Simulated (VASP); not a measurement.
Here is a VASP 6.6.1 calculation.

File INCAR:

```
PREC = Accurate
ENCUT = 520
EDIFF = 1E-7
ISMEAR = 0
SIGMA = 0.15
LREAL = F
LASPH = T
NELM = 60
ALGO = Normal
ISIF = 2
LWAVE = F
LCHARG = F
GGA = PS
NBANDS = 15
```

Contents of KPOINTS:

```
Automatic mesh
0
Gamma
  24 24 24
```

File POSCAR:

```
TaN
1.0
    0.0000000000      2.2534800447      2.2534800447
    2.2534800447      0.0000000000      2.2534800447
    2.2534800447      2.2534800447      0.0000000000
Ta N
1 1
Direct
    0.5000000000      0.5000000000      0.5000000000
    0.0000000000      0.0000000000      0.0000000000
```

Potentials or basis: VASP PAW PBE potentials, release 64 (Ta_pv, N).

Command:

```sh
$ cat potpaw_PBE.64/Ta_pv/POTCAR potpaw_PBE.64/N/POTCAR > POTCAR
$ mpirun -np 1 vasp_std > vasp.out
```

Task: What does it give for the band gap on the k mesh?

Result: Zero (bands 8 and 9 overlap by 3.62 eV).

Task: Estimate the pressure.

Result: -25.3 GPa.

Caveat: the cell differs from its parent crystal (strain +0.030 along x and y, +0.030 along z); the cell stands under tension; the PAW data sets were made with another functional, which shifts forces and pressure a little; spin-orbit coupling is left out, which moves the levels of the heavy elements.
